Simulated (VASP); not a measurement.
Set up this calculation in VASP 6.6.1, as the native input.

* Task: electric field gradients
* Functional: PBE
* Potentials or basis: VASP PAW PBE potentials, release 64 (Sn_d)
* Cutoff: 520 eV
* k mesh: 9 × 9 × 9
* Occupations: fermi-dirac, width 0.03 eV
* Spin: no spin polarisation
* Dipole correction: no
* Further INCAR settings: ALGO = Normal; EDIFF = 1e-08; NBANDS = 21

The structure of Sn lies in POSCAR:

```
Sn
1.0
    0.0000000000      3.2017351634      3.2017351634
    3.2017351634      0.0000000000      3.2017351634
    3.2017351634      3.2017351634      0.0000000000
Sn
2
Direct
    0.5000000000      0.5000000000      0.5000000000
    0.7500000000      0.7500000000      0.7500000000
```

This cell differs from its parent crystal: volume scaled by 0.96.

One way to write it, as run:

INCAR

```
SYSTEM = Sn
  ALGO = Normal
  EDIFF = 1E-8
  ENCUT = 520
  GGA = PE
  ISIF = 2
  ISMEAR = -1
  LASPH = .True.
  LCHARG = .False.
  LEFG = .True.
  LREAL = .False.
  LWAVE = .False.
  NBANDS = 21
  NELM = 100
  PREC = Accurate
  SIGMA = 0.03
```

KPOINTS

```
k-points
0
Gamma
  9 9 9
  0 0 0
```

Potentials or basis: VASP PAW PBE potentials, release 64 (Sn_d).

The run is started by

```bash
$ cat potpaw_PBE.64/Sn_d/POTCAR > POTCAR
$ mpirun -np 1 vasp_std > vasp.out
```

It gave:

```yaml
Pressure: 5.4 GPa
Band_gap_on_the_k_mesh: zero (filled and empty bands touch)
```

Caveat: without QUAD_EFG the Cq values of the log hold for a quadrupole moment of 1 mb, not for the nuclei; spin-orbit coupling is left out, which moves the levels of the heavy elements.

Wall time 49 s on 1 thread of Intel(R) Xeon(R) Platinum 8259CL CPU @ 2.50GHz (Skylake/Cascade Lake), with other jobs on the host, peak memory 0.21 GiB.
